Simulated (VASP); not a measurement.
# Rh (P6_3/mmc) in VASP: single point with r2SCAN

Aim: the single point of Rh with r2SCAN.

All numbers are computed with VASP 6.6.1; they aren't measurements. Logs are shortened: lines on timing, memory, paths and dates and some standing lists are left out, and cuts for length are marked.

### 1 The cell of the first run

Symmetry: P6_3/mmc, No. 194, hexagonal system. The conventional cell has a = 2.692 Å, b = 2.692 Å, c = 8.798 Å, α = 90.00°, β = 90.00°, γ = 120.00°. Within 3.5 Å of Rh (site symmetry -3m) lie 12 Rh at 2.69 Å. Within 3.5 Å of Rh (site symmetry -6m2) lie 12 Rh at 2.69 Å.

This isn't the form of Rh at room conditions, which is fcc.

### 2 Single point, r2SCAN

POSCAR

```
Rh
1.0
    2.6917446200      0.0000000000      0.0000000000
   -1.3458723100      2.3311192200      0.0000000000
    0.0000000000      0.0000000000      8.7980701300
Rh
4
Direct
    0.0000000000      0.0000000000      0.0000000000
    0.3333333333      0.6666666667      0.2500000000
    0.0000000000      0.0000000000      0.5000000000
    0.6666666667      0.3333333333      0.7500000000
```

INCAR.step1

```
SYSTEM = Rh
PREC     = Accurate       ! precision mode
ENCUT    = 520            ! plane-wave cutoff, eV
ISMEAR   = -1             ! smearing method
SIGMA    = 0.1            ! smearing width, eV
LREAL    = .False.        ! projectors in reciprocal space
LASPH    = .True.         ! aspherical terms in the spheres
NELM     = 80             ! most SCF steps
NBANDS   = 38             ! bands
GGA      = PE             ! functional
ALGO     = Normal         ! electronic algorithm
EDIFF    = 1E-4           ! SCF threshold, eV
LWAVE    = .True.         ! write WAVECAR
LCHARG   = .False.        ! write CHGCAR
```

INCAR.step2

```
SYSTEM = Rh
PREC     = Accurate       ! precision mode
ENCUT    = 520            ! plane-wave cutoff, eV
EDIFF    = 1E-6           ! SCF threshold, eV
ISMEAR   = -1             ! smearing method
SIGMA    = 0.1            ! smearing width, eV
LREAL    = .False.        ! projectors in reciprocal space
LASPH    = .True.         ! aspherical terms in the spheres
NELM     = 80             ! most SCF steps
ALGO     = Normal         ! electronic algorithm
ISIF     = 2              ! what is computed and relaxed
LWAVE    = .False.        ! write WAVECAR
LCHARG   = .False.        ! write CHGCAR
METAGGA  = R2SCAN         ! meta-GGA
LMIXTAU  = .True.       
NBANDS   = 38             ! bands
ISTART   = 1
```

KPOINTS

```
Automatic mesh
0
Gamma
  15 15 4
  0 0 0
```

Potentials or basis: VASP PAW PBE potentials, release 64 (Rh_pv).

Started as:

```
cat potpaw_PBE.64/Rh_pv/POTCAR > POTCAR
cp INCAR.step1 INCAR
mpirun -np 1 vasp_std > vasp.out
cp INCAR.step2 INCAR
mpirun -np 1 vasp_std > vasp.out
```

OUTCAR:

```text
SYSTEM = Rh
   PREC = Accurate
   ENCUT = 520
   EDIFF = 1E-6
   ISMEAR = -1
   LREAL = .False.
   LASPH = .True.
   NELM = 80
   ISIF = 2
   METAGGA = R2SCAN
   ISTART = 1

 ion  position               nearest neighbor table
   1  0.000  0.000  0.000-   2 2.69   4 2.69   4 2.69   2 2.69   4 2.69   2 2.69
   2  0.333  0.667  0.250-   1 2.69   3 2.69   1 2.69   3 2.69   1 2.69   3 2.69
   3  0.000  0.000  0.500-   2 2.69   4 2.69   4 2.69   2 2.69   4 2.69   2 2.69
   4  0.667  0.333  0.750-   1 2.69   3 2.69   1 2.69   3 2.69   1 2.69   3 2.69

  LATTYP: Found a hexagonal cell.
 ALAT       =     2.6917446200
 C/A-ratio  =     3.2685382055

  Lattice vectors:

 A1 = (   2.6917446200,   0.0000000000,   0.0000000000)
 A2 = (  -1.3458723100,   2.3311192200,   0.0000000000)
 A3 = (   0.0000000000,   0.0000000000,   8.7980701300)

Analysis of symmetry for initial positions (statically):
=====================================================================
 Subroutine PRICEL returns:
 Original cell was already a primitive cell.

 Routine SETGRP: Setting up the symmetry group for a
 hexagonal supercell.

 Subroutine GETGRP returns: Found 24 space group operations
 (whereof 12 operations were pure point group operations)
 out of a pool of 24 trial point group operations.

The static configuration has the point symmetry D_3d.
 The point group associated with its full space group is D_6h.

Analysis of symmetry for dynamics (positions and initial velocities):
=====================================================================
 Subroutine PRICEL returns:
 Original cell was already a primitive cell.

 Routine SETGRP: Setting up the symmetry group for a
 hexagonal supercell.

 Subroutine GETGRP returns: Found 24 space group operations
 (whereof 12 operations were pure point group operations)
 out of a pool of 24 trial point group operations.

The dynamic configuration has the point symmetry D_3d.
 The point group associated with its full space group is D_6h.

 Subroutine INISYM returns: Found 24 space group operations
 (whereof 12 operations are pure point group operations),
 and found     1 'primitive' translations

----------------------------------------------------------------------------------------

                                     Primitive cell

[... 90 lines left out ...]
   LSORBIT =      F    spin-orbit coupling
   LASPH  =      T    aspherical Exc in radial PAW
   ENCUT  =  520.0 eV  38.22 Ry    6.18 a.u.   5.00  5.00 16.36*2*pi/ulx,y,z
   NELM   =     80;   NELMIN=  2; NELMDL=  0     # of ELM steps
   EDIFF  = 0.1E-05   stopping-criterion for ELM
   LREAL  =      F    real-space projection
   EDIFFG = 0.1E-04   stopping-criterion for IOM
   NSW    =      0    number of steps for IOM
   IBRION =     -1    ionic relax: 0-MD 1-quasi-New 2-CG
   NFREE  =      0    steps in history (QN), initial steepest desc. (CG)
   ISIF   =      2    stress and relaxation
   ISYM   =      2    0-nonsym 1-usesym 2-fastsym
   POTIM  = 0.5000    time-step for ionic-motion
   TEBEG  =    0.0;   TEEND  =   0.0 temperature during run
   PSTRESS=    0.0 pullay stress
   NELECT =      60.0000    total number of electrons
   NUPDOWN=      -1.0000    fix difference up-down
   EMIN   =  10.00;   EMAX   =-10.00  energy-range for DOS
   EFERMI =   0.00;   METHOD = LEGACY
   ISMEAR =    -1;   SIGMA  =   0.10  broadening in eV -4-tet -1-fermi 0-gaus
   EFERMI_NEDOS =   21; number of points for ismear=-14 and -15
   IALGO  =     38    algorithm
   IMIX   =      4    mixing-type and parameters
     AMIX     =   0.40;   BMIX     =  1.00
     AMIX_MAG =   1.60;   BMIX_MAG =  1.00
  volume/ion in A,a.u.               =      13.80        93.14
  Fermi-wavevector in a.u.,A,eV,Ry     =   1.683178  3.180745 38.546496  2.833088
  Thomas-Fermi vector in A             =   2.766425
   LORBIT       =      0    0 simple, 1 ext, 2 COOP (PROOUT), +10 PAW based schemes
   METAGGA = R2SCAN    functional components
   LHFCALC =     F    Hartree Fock is set to
   AEXX    =    0.0000 exact exchange contribution
   IVDW    =     0    specifies the selected vdW correction
   LEPSILON=     F    determine dielectric tensor
   LRPA    =     F    only Hartree local field effects (RPA)
 non-spin polarized calculation
  energy-cutoff  :      520.00
  volume of cell :       55.21
 maximum number of plane-waves:      1513
 NGX is ok and might be reduce to    20
   NGX =  9   NGY =  9   NGZ = 33

 number of electron      59.9999994 magnetization

 Free energy of the ion-electron system (eV)
  ---------------------------------------------------
  ext. energy  EPLUGINS =         0.00000000
  ---------------------------------------------------
  free energy    TOTEN  =       -96.55091328 eV

  energy without entropy =      -96.36952437  energy(sigma->0) =      -96.46021883

 E-fermi :  11.6846     XC(G=0): -15.1768

 val. band max:       11.6826134085   @ k =   0.3333   0.2000   0.5000
 cond. band min:      11.6939200642   @ k =   0.3333  -0.0000   0.0000
 fundamental gap:      0.0113066557
 Fermi energy:        11.6846144390

 k-point     1 :       0.0000    0.0000    0.0000
  band No.  band energies     occupation
      1     -36.8792      2.00000
      2     -36.5019      2.00000
      3     -36.4958      2.00000
      4     -36.2132      2.00000
      5     -36.2132      2.00000
      6     -36.1696      2.00000
[... 973 lines left out ...]
     37      21.4701      0.00000
     38      21.4757      0.00000

 [... further k-points ...]

------------------------ aborting loop because EDIFF is reached ----------------------------------------

  FORCE on cell =-STRESS in cart. coord.  units (eV):
  Direction    XX          YY          ZZ          XY          YZ          ZX
  --------------------------------------------------------------------------------------
  -------------------------------------------------------------------------------------
  Total        0.1730096      0.1730096     -0.0307176      0.0000000      0.0000000     -0.0000000
  in kB        5.0210543      5.0210543     -0.8914816      0.0000000      0.0000000     -0.0000000
  external PRESSURE =       3.0502090 kB  Pullay stress =       0.0000000 kB

 VOLUME and BASIS-vectors are now :
 -----------------------------------------------------------------------------
  energy-cutoff  :      520.00
  volume of cell :       55.21
      direct lattice vectors                 reciprocal lattice vectors
     2.691744620  0.000000000  0.000000000     0.371506269  0.214489244  0.000000000
    -1.345872310  2.331119220  0.000000000     0.000000000  0.428978489  0.000000000
     0.000000000  0.000000000  8.798070130     0.000000000  0.000000000  0.113661290

 POSITION                                       TOTAL-FORCE (eV/Angst)
 -----------------------------------------------------------------------------------
      0.00000      0.00000      0.00000        -0.000000      0.000000     -0.000000
     -0.00000      1.55408      2.19952         0.000000     -0.000000      0.000000
      0.00000      0.00000      4.39904        -0.000000      0.000000     -0.000000
      1.34587      0.77704      6.59855        -0.000000      0.000000      0.000000
 -----------------------------------------------------------------------------------
    total drift:                                0.000000     -0.000000      0.000000

  FREE ENERGIE OF THE ION-ELECTRON SYSTEM (eV)
  ---------------------------------------------------
  free  energy   TOTEN  =       -96.5509132806 eV

  energy  without entropy=      -96.3695243748  energy(sigma->0) =      -96.46021883
```

Run time: 9.4 min. Hardware: 1 thread of Intel Xeon Platinum 8375C at 2.90GHz (Ice Lake), shared host; peak memory 0.25 GiB.

What came out:

* Free energy: -96.5509 eV
* Pressure: 0.3 GPa
* Band gap on the k mesh: zero (bands 30 and 31 overlap by 1.97 eV)

Caveat: the PAW data sets were made with another functional, which shifts forces and pressure a little.
